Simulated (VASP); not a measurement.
# K17F15 (a cell with a defect) in VASP: further runs

Runs on K17F15 (a cell with a defect). Level: PBE. Tasks: single point.

All numbers are computed with VASP 6.6.1; they aren't measurements. Logs are shortened: lines on timing, memory, paths and dates and some standing lists are left out, and cuts for length are marked.

### 1 The cell of the first run

The cell holds a defect, 32 atoms: a = 9.389 Å, b = 9.389 Å, c = 9.389 Å, α = 109.47°, β = 109.47°, γ = 109.47°.

### 2 Single point, PBE

The input, INCAR:

```
SYSTEM = K17F15
PREC     = Accurate       ! precision mode
ENCUT    = 520            ! plane-wave cutoff, eV
EDIFF    = 1E-6           ! SCF threshold, eV
ISMEAR   = 0              ! smearing method
SIGMA    = 0.01           ! smearing width, eV
LREAL    = Auto         
LASPH    = .True.         ! aspherical terms in the spheres
NELM     = 60             ! most SCF steps
ALGO     = Normal         ! electronic algorithm
ISIF     = 2              ! what is computed and relaxed
LWAVE    = .False.        ! write WAVECAR
LCHARG   = .False.        ! write CHGCAR
GGA      = PE             ! functional
NBANDS   = 151            ! bands
NELECT   = 260.0
```

The input, KPOINTS:

```
Automatic mesh
0
Gamma
  2 2 2
  0.5 0.5 0.5
```

The input, POSCAR:

```
K17F15
1.0
    5.4206645416     -5.4206645416     -5.4206645416
   -5.4206645416     -5.4206645416      5.4206645416
   -5.4206645416      5.4206645416     -5.4206645416
K F
17 15
Direct
    0.2500000000      0.7821895845      0.0321895845
    0.2500000000      1.0000000000      0.7500000000
    0.2500000000      0.2178104155      0.4678104155
    0.0000000000      0.7500000000      0.2500000000
    0.2500000000      0.5000000000      0.2500000000
    1.0000000000      1.0000000000      1.0000000000
   -0.0321895845      0.2178104155      0.7500000000
    0.7500000000      0.7500000000      0.5000000000
   -0.0321895845      0.5000000000      0.4678104155
    0.7500000000      1.0000000000      0.2500000000
    0.7500000000      0.2500000000      0.0000000000
    0.5321895845      0.7821895845      0.7500000000
    0.7500000000      0.5000000000      0.7500000000
    0.5000000000      1.0000000000      0.5000000000
    0.5000000000      0.2500000000      0.2500000000
    0.5321895845      0.5000000000      0.0321895845
    0.2500000000      0.5000000000      0.7500000000
    0.2500000000      0.7586348768      0.4913651232
    0.2500000000      0.0000000000      0.2500000000
   -0.0086348768      0.5000000000      0.0086348768
    0.2500000000      0.2413651232      0.0086348768
   -0.0086348768      0.7586348768      0.7500000000
   -0.0086348768     -0.0172697535      0.4913651232
    0.7500000000      0.5000000000      0.2500000000
   -0.0086348768      0.2413651232      0.2327302465
    0.7672697535      0.7586348768      0.0086348768
    0.7500000000      0.0000000000      0.7500000000
    0.5086348768      0.5000000000      0.4913651232
    0.7327302465      0.2413651232      0.4913651232
    0.5086348768      0.7586348768      0.2672697535
    0.5086348768      0.0172697535      0.0086348768
    0.5086348768      0.2413651232      0.7500000000
```

Potentials or basis: VASP PAW PBE potentials, release 64 (K_sv, F).

Launch:

```bash
$ cat potpaw_PBE.64/K_sv/POTCAR potpaw_PBE.64/F/POTCAR > POTCAR
$ mpirun -np 1 vasp_std > vasp.out
```

OUTCAR:

```text
SYSTEM = K17F15
   PREC = Accurate
   ENCUT = 520
   EDIFF = 1E-6
   ISMEAR = 0
   LREAL = Auto
   LASPH = .True.
   NELM = 60
   ISIF = 2
   GGA = PE
   NELECT = 260.0

 ion  position               nearest neighbor table
   1  0.250  0.782  0.032-  19 2.36  30 2.82  31 2.82  20 2.82  22 2.82  17 3.06   6 3.59  14 3.59
                             4 3.59  15 3.59
   2  0.250  0.000  0.750-  18 2.71  21 2.71  22 2.71  32 2.71  31 2.71  23 2.71
   3  0.250  0.218  0.468-  19 2.36  23 2.82  25 2.82  28 2.82  32 2.82  17 3.06   6 3.59  14 3.59
                             4 3.59  15 3.59
   4  0.000  0.750  0.250-  18 2.62  20 2.62  23 2.62  26 2.62  24 2.71  19 2.71   9 3.59  16 3.59
                             1 3.59   3 3.59
   5  0.250  0.500  0.250-  18 2.71  20 2.71  21 2.71  28 2.71  25 2.71  30 2.71
   6  0.000  0.000  0.000-  21 2.62  22 2.62  26 2.62  25 2.62  19 2.71  27 2.71   1 3.59   3 3.59
                            12 3.59   7 3.59
   7  0.968  0.218  0.750-  27 2.36  23 2.82  29 2.82  21 2.82  20 2.82  17 3.06   8 3.59  14 3.59
                            11 3.59   6 3.59
   8  0.750  0.750  0.500-  22 2.62  28 2.62  23 2.62  30 2.62  24 2.71  27 2.71   7 3.59   9 3.59
                            16 3.59  12 3.59
   9  0.968  0.500  0.468-  24 2.36  25 2.82  29 2.82  22 2.82  18 2.82  17 3.06   8 3.59  11 3.59
                             4 3.59  15 3.59
  10  0.750  0.000  0.250-  23 2.71  25 2.71  26 2.71  29 2.71  30 2.71  31 2.71
[... 13 lines left out ...]
  19  0.250  0.000  0.250-   1 2.36   3 2.36   4 2.71   6 2.71  14 2.71  15 2.71
  20  0.991  0.500  0.009-   4 2.62  11 2.62   5 2.71  13 2.71   1 2.82   7 2.82
  21  0.250  0.241  0.009-   6 2.62  15 2.62   2 2.71   5 2.71   7 2.82  16 2.82
  22  0.991  0.759  0.750-   6 2.62   8 2.62   2 2.71  13 2.71   9 2.82   1 2.82
[... 8 lines left out ...]
  31  0.509  0.017  0.009-  11 2.62  15 2.62  10 2.71   2 2.71  12 2.82   1 2.82
  32  0.509  0.241  0.750-  11 2.62  14 2.62  13 2.71   2 2.71   3 2.82  16 2.82

  LATTYP: Found a body centered cubic cell.
 ALAT       =    10.8413290832

  Lattice vectors:

 A1 = (   5.4206645416,  -5.4206645416,  -5.4206645416)
 A2 = (  -5.4206645416,  -5.4206645416,   5.4206645416)
 A3 = (  -5.4206645416,   5.4206645416,  -5.4206645416)

Analysis of symmetry for initial positions (statically):
=====================================================================
 Subroutine PRICEL returns:
 Original cell was already a primitive cell.

 Routine SETGRP: Setting up the symmetry group for a
 body centered cubic supercell.

 Subroutine GETGRP returns: Found 48 space group operations
 (whereof  8 operations were pure point group operations)
 out of a pool of 48 trial point group operations.

The static configuration has the point symmetry D_2d.
 The point group associated with its full space group is O_h .

Analysis of symmetry for dynamics (positions and initial velocities):
=====================================================================
 Subroutine PRICEL returns:
 Original cell was already a primitive cell.

 Routine SETGRP: Setting up the symmetry group for a
 body centered cubic supercell.

 Subroutine GETGRP returns: Found 48 space group operations
 (whereof  8 operations were pure point group operations)
 out of a pool of 48 trial point group operations.

The dynamic configuration has the point symmetry D_2d.
 The point group associated with its full space group is O_h .

 Subroutine INISYM returns: Found 48 space group operations
 (whereof  8 operations are pure point group operations),
 and found     1 'primitive' translations

----------------------------------------------------------------------------------------

                                     Primitive cell

  volume of cell :     637.1146

  direct lattice vectors                    reciprocal lattice vectors
     5.420664542 -5.420664542 -5.420664542     0.000000000 -0.092239613 -0.092239613
    -5.420664542 -5.420664542  5.420664542    -0.092239613 -0.092239613  0.000000000
    -5.420664542  5.420664542 -5.420664542    -0.092239613  0.000000000 -0.092239613

  length of vectors
     9.388866397  9.388866397  9.388866397     0.130446512  0.130446512  0.130446512

  position of ions in fractional coordinates (direct lattice)
     0.250000000  0.782189585  0.032189585
     0.250000000  0.000000000  0.750000000
     0.250000000  0.217810415  0.467810415
     0.000000000  0.750000000  0.250000000
     0.250000000  0.500000000  0.250000000
     0.000000000  0.000000000  0.000000000
[... 24 lines left out ...]
     0.508634877  0.017269754  0.008634877
     0.508634877  0.241365123  0.750000000

  ion indices of the primitive-cell ions
   primitive index   ion index
                 1           1
                 2           2
                 3           3
                 4           4
                 5           5
                 6           6
[... 24 lines left out ...]
                31          31
                32          32

----------------------------------------------------------------------------------------

 KPOINTS: Automatic mesh

Automatic generation of k-mesh.
 Grid dimensions read from file:
 generate k-points for:    2    2    2

 Generating k-lattice:

  Cartesian coordinates                     Fractional coordinates (reciprocal lattice)
     0.000000000 -0.046119807 -0.046119807     0.500000000  0.000000000  0.000000000
    -0.046119807 -0.046119807  0.000000000     0.000000000  0.500000000  0.000000000
    -0.046119807  0.000000000 -0.046119807     0.000000000  0.000000000  0.500000000

  Length of vectors
     0.065223256  0.065223256  0.065223256

  Shift w.r.t. Gamma in fractional coordinates (k-lattice)
     0.500000000  0.500000000  0.500000000

 Subroutine IBZKPT returns following result:
 ===========================================

 Found      2 irreducible k-points:

 Following reciprocal coordinates:
            Coordinates               Weight
  0.250000  0.250000  0.250000      2.000000
 -0.250000  0.250000  0.250000      6.000000
   k-points           NKPTS =      2   k-points in BZ     NKDIM =      2   number of bands    NBANDS=    151
   number of dos      NEDOS =    301   number of ions     NIONS =     32
   total plane-waves  NPLWV = 343000
   dimension x,y,z NGX =    70 NGY =   70 NGZ =   70
   dimension x,y,z NGXF=   140 NGYF=  140 NGZF=  140
   ions per type =              17  15
   NGX,Y,Z   is equivalent  to a cutoff of  12.39, 12.39, 12.39 a.u.
   NGXF,Y,Z  is equivalent  to a cutoff of  24.79, 24.79, 24.79 a.u.
 SYSTEM =  K17F15
   PREC   = accura    normal or accurate (medium, high low for compatibility)
   ISTART =      0    job   : 0-new  1-cont  2-samecut
   ICHARG =      2    charge: 1-file 2-atom 10-const
   ISPIN  =      1    spin polarized calculation?
   LNONCOLLINEAR =      F non collinear calculations
   LSORBIT =      F    spin-orbit coupling
   LASPH  =      T    aspherical Exc in radial PAW
   ENCUT  =  520.0 eV  38.22 Ry    6.18 a.u.  17.46 17.46 17.46*2*pi/ulx,y,z
   NELM   =     60;   NELMIN=  2; NELMDL= -5     # of ELM steps
   EDIFF  = 0.1E-05   stopping-criterion for ELM
   LREAL  =      T    real-space projection
   EDIFFG = 0.1E-04   stopping-criterion for IOM
   NSW    =      0    number of steps for IOM
   IBRION =     -1    ionic relax: 0-MD 1-quasi-New 2-CG
   NFREE  =      0    steps in history (QN), initial steepest desc. (CG)
   ISIF   =      2    stress and relaxation
   ISYM   =      2    0-nonsym 1-usesym 2-fastsym
   POTIM  = 0.5000    time-step for ionic-motion
   TEBEG  =    0.0;   TEEND  =   0.0 temperature during run
   PSTRESS=    0.0 pullay stress
   NELECT =     260.0000    total number of electrons
   NUPDOWN=      -1.0000    fix difference up-down
   EMIN   =  10.00;   EMAX   =-10.00  energy-range for DOS
   EFERMI =   0.00;   METHOD = LEGACY
   ISMEAR =     0;   SIGMA  =   0.01  broadening in eV -4-tet -1-fermi 0-gaus
   EFERMI_NEDOS =   21; number of points for ismear=-14 and -15
   IALGO  =     38    algorithm
   IMIX   =      4    mixing-type and parameters
     AMIX     =   0.40;   BMIX     =  1.00
     AMIX_MAG =   1.60;   BMIX_MAG =  1.00
  volume/ion in A,a.u.               =      19.91       134.36
  Fermi-wavevector in a.u.,A,eV,Ry     =   1.214302  2.294698 20.062194  1.474530
  Thomas-Fermi vector in A             =   2.349726
   LORBIT       =      0    0 simple, 1 ext, 2 COOP (PROOUT), +10 PAW based schemes
   GGA     = PE    functional components
   LHFCALC =     F    Hartree Fock is set to
   AEXX    =    0.0000 exact exchange contribution
   IVDW    =     0    specifies the selected vdW correction
   LEPSILON=     F    determine dielectric tensor
   LRPA    =     F    only Hartree local field effects (RPA)
 non-spin polarized calculation
 Gauss-broadening in eV      SIGMA  =   0.01
  energy-cutoff  :      520.00
  volume of cell :      637.11
 maximum number of plane-waves:     17208
 NGX is ok and might be reduce to    70
   NGX = 35   NGY = 35   NGZ = 35

 number of electron     260.0000061 magnetization

 Free energy of the ion-electron system (eV)
  ---------------------------------------------------
  ext. energy  EPLUGINS =         0.00000000
  ---------------------------------------------------
  free energy    TOTEN  =      -113.33032349 eV

  energy without entropy =     -113.32646693  energy(sigma->0) =     -113.32839521

 E-fermi :   4.0737     XC(G=0):  -8.5668

 val. band max:        4.0017046982   @ k =  -0.2500   0.2500   0.2500
 cond. band min:       4.0767035137   @ k =   0.2500   0.2500   0.2500
 fundamental gap:      0.0749988155
 Fermi energy:         4.0736635204

 k-point     1 :       0.2500    0.2500    0.2500
  band No.  band energies     occupation
      1     -30.0670      2.00000
      2     -29.1589      2.00000
      3     -29.1589      2.00000
      4     -29.1589      2.00000
      5     -29.1385      2.00000
      6     -29.1385      2.00000
[... 134 lines left out ...]
    141       5.7631      0.00000
    142       5.7899      0.00000

 k-point     2 :      -0.2500    0.2500    0.2500
  band No.  band energies     occupation
      1     -30.0670      2.00000
      2     -29.1620      2.00000
      3     -29.1546      2.00000
      4     -29.1489      2.00000
      5     -29.1423      2.00000
      6     -29.1423      2.00000
[... 134 lines left out ...]
    141       5.7311      0.00000
    142       5.8316      0.00000
 [bands above 142 left out]

------------------------ aborting loop because EDIFF is reached ----------------------------------------

  FORCE on cell =-STRESS in cart. coord.  units (eV):
  Direction    XX          YY          ZZ          XY          YZ          ZX
  --------------------------------------------------------------------------------------
  -------------------------------------------------------------------------------------
  Total       30.8009967     30.8009967     30.8009967      0.0000000     -0.0000000      0.0000000
  in kB       77.4564818     77.4564818     77.4564818      0.0000000     -0.0000000      0.0000000
  external PRESSURE =      77.4564818 kB  Pullay stress =       0.0000000 kB

 VOLUME and BASIS-vectors are now :
 -----------------------------------------------------------------------------
  energy-cutoff  :      520.00
  volume of cell :      637.11
      direct lattice vectors                 reciprocal lattice vectors
     5.420664542 -5.420664542 -5.420664542     0.000000000 -0.092239613 -0.092239613
    -5.420664542 -5.420664542  5.420664542    -0.092239613 -0.092239613  0.000000000
    -5.420664542  5.420664542 -5.420664542    -0.092239613  0.000000000 -0.092239613

 POSITION                                       TOTAL-FORCE (eV/Angst)
 -----------------------------------------------------------------------------------
     -3.05931     -5.42066      2.71033         0.043112      0.000000     -0.000000
     -2.71033      2.71033     -5.42066         0.000000      0.000000     -0.000000
     -2.36135      0.00000     -2.71033        -0.043112      0.000000     -0.000000
     -5.42066     -2.71033      2.71033         0.000000      0.000000     -0.000000
     -2.71033     -2.71033      0.00000         0.000000      0.000000     -0.000000
      0.00000      0.00000      0.00000         0.000000      0.000000     -0.000000
[... 24 lines left out ...]
      2.61672     -2.80395     -2.71033         0.008119      0.008119     -0.000000
     -2.61672      0.00000     -5.51428        -0.008119      0.000000      0.008119
 -----------------------------------------------------------------------------------
    total drift:                               -0.000006      0.000006     -0.000002

  FREE ENERGIE OF THE ION-ELECTRON SYSTEM (eV)
  ---------------------------------------------------
  free  energy   TOTEN  =      -113.3303234865 eV

  energy  without entropy=     -113.3264669291  energy(sigma->0) =     -113.32839521
```

It took 18 min on 1 thread of Intel Xeon 8259CL, shared host; peak memory 0.75 GiB.

Results:

```yaml
Free_energy: -113.3303 eV
Largest_force: 0.043 eV/Å
```

Forces in eV/Å, atoms in the order of the input:
```
K    0.043  0.000  0.000
K    0.000  0.000  0.000
K   -0.043  0.000  0.000
K    0.000  0.000  0.000
K    0.000  0.000  0.000
K    0.000  0.000  0.000
K    0.000 -0.043  0.000
K    0.000  0.000  0.000
K    0.000  0.000 -0.043
K    0.000  0.000  0.000
K    0.000  0.000  0.000
K    0.000  0.043  0.000
K    0.000  0.000  0.000
K    0.000  0.000  0.000
K    0.000  0.000  0.000
K    0.000  0.000  0.043
K    0.000  0.000  0.000
F    0.000  0.008 -0.008
F    0.000  0.000  0.000
F    0.008 -0.008  0.000
F    0.000 -0.008  0.008
F    0.008  0.000 -0.008
F   -0.008 -0.008  0.000
F    0.000  0.000  0.000
F   -0.008  0.000 -0.008
F    0.000  0.008  0.008
F    0.000  0.000  0.000
F   -0.008  0.008  0.000
F    0.000 -0.008 -0.008
F    0.008  0.000  0.008
F    0.008  0.008  0.000
F   -0.008  0.000  0.008
```

Caveat: the k points lie up to 0.41 Å⁻¹ apart; the cell carries a net charge on a neutralising background, which shifts energy and pressure; the cell is charged against a uniform background, so pressure and absolute levels hang on convention.

### 3 Single point, PBE

The input, INCAR:

```
SYSTEM = K17F15
  ALGO = Normal
  EDIFF = 1E-7
  ENCUT = 520
  GGA = PE
  ISIF = 2
  ISMEAR = 0
  LASPH = .True.
  LCHARG = .True.
  LELF = .True.
  LREAL = Auto
  LVHAR = .True.
  LWAVE = .False.
  NBANDS = 151
  NELM = 60
  PREC = Accurate
  SIGMA = 0.01
```

KPOINTS is that of step 2.

The input, POSCAR:

```
K17F15
1.0
    5.4206645416     -5.4206645416     -5.4206645416
   -5.4206645416     -5.4206645416      5.4206645416
   -5.4206645416      5.4206645416     -5.4206645416
K F
17 15
Direct
    0.2500000000      0.7815266657      0.0315266657
    0.2500000000      1.0000000000      0.7500000000
    0.2500000000      0.2184733343      0.4684733343
    0.0000000000      0.7500000000      0.2500000000
    0.2500000000      0.5000000000      0.2500000000
    1.0000000000      1.0000000000      1.0000000000
   -0.0315266657      0.2184733343      0.7500000000
    0.7500000000      0.7500000000      0.5000000000
   -0.0315266657      0.5000000000      0.4684733343
    0.7500000000      1.0000000000      0.2500000000
    0.7500000000      0.2500000000      0.0000000000
    0.5315266657      0.7815266657      0.7500000000
    0.7500000000      0.5000000000      0.7500000000
    0.5000000000      1.0000000000      0.5000000000
    0.5000000000      0.2500000000      0.2500000000
    0.5315266657      0.5000000000      0.0315266657
    0.2500000000      0.5000000000      0.7500000000
    0.2500000000      0.7544349956      0.4955650044
    0.2500000000      0.0000000000      0.2500000000
   -0.0044349956      0.5000000000      0.0044349956
    0.2500000000      0.2455650044      0.0044349956
   -0.0044349956      0.7544349956      0.7500000000
   -0.0044349956     -0.0088699912      0.4955650044
    0.7500000000      0.5000000000      0.2500000000
   -0.0044349956      0.2455650044      0.2411300088
    0.7588699912      0.7544349956      0.0044349956
    0.7500000000      0.0000000000      0.7500000000
    0.5044349956      0.5000000000      0.4955650044
    0.7411300088      0.2455650044      0.4955650044
    0.5044349956      0.7544349956      0.2588699912
    0.5044349956      0.0088699912      0.0044349956
    0.5044349956      0.2455650044      0.7500000000
```

Potentials or basis: VASP PAW PBE potentials, release 64 (K_sv, F).

Launch:

```bash
$ cat potpaw_PBE.64/K_sv/POTCAR potpaw_PBE.64/F/POTCAR > POTCAR
$ mpirun -np 1 vasp_std > vasp.out
```

Wall time 22 min (1 thread of Intel Xeon 8259CL, shared host); peak memory 0.71 GiB.

The run converged. Its results:

```
Free energy            : -121.5707 eV
Pressure               : 3.5 GPa
Largest force          : 0.030 eV/Å
Band gap on the k mesh : 1.18 eV
```

Forces on the atoms (eV/Å):
```
K    0.030  0.000  0.000
K    0.000  0.000  0.000
K   -0.030  0.000  0.000
K    0.000  0.000  0.000
K    0.000  0.000  0.000
K    0.000  0.000  0.000
K    0.000 -0.030  0.000
K    0.000  0.000  0.000
K    0.000  0.000 -0.030
K    0.000  0.000  0.000
K    0.000  0.000  0.000
K    0.000  0.030  0.000
K    0.000  0.000  0.000
K    0.000  0.000  0.000
K    0.000  0.000  0.000
K    0.000  0.000  0.030
K    0.000  0.000  0.000
F    0.000  0.006 -0.006
F    0.000  0.000  0.000
F    0.006 -0.006  0.000
F    0.000 -0.006  0.006
F    0.006  0.000 -0.006
F   -0.006 -0.006  0.000
F    0.000  0.000  0.000
F   -0.006  0.000 -0.006
F    0.000  0.006  0.006
F    0.000  0.000  0.000
F   -0.006  0.006  0.000
F    0.000 -0.006 -0.006
F    0.006  0.000  0.006
F    0.006  0.006  0.000
F   -0.006  0.000  0.006
```

Levels at points of the mesh, in eV from the valence-band top:
```csv
k point,band 127,band 128,band 129,band 130,band 131,band 132
"(0.25, 0.25, 0.25)",-5.79,-5.79,0.00,1.29,1.29,1.29
```
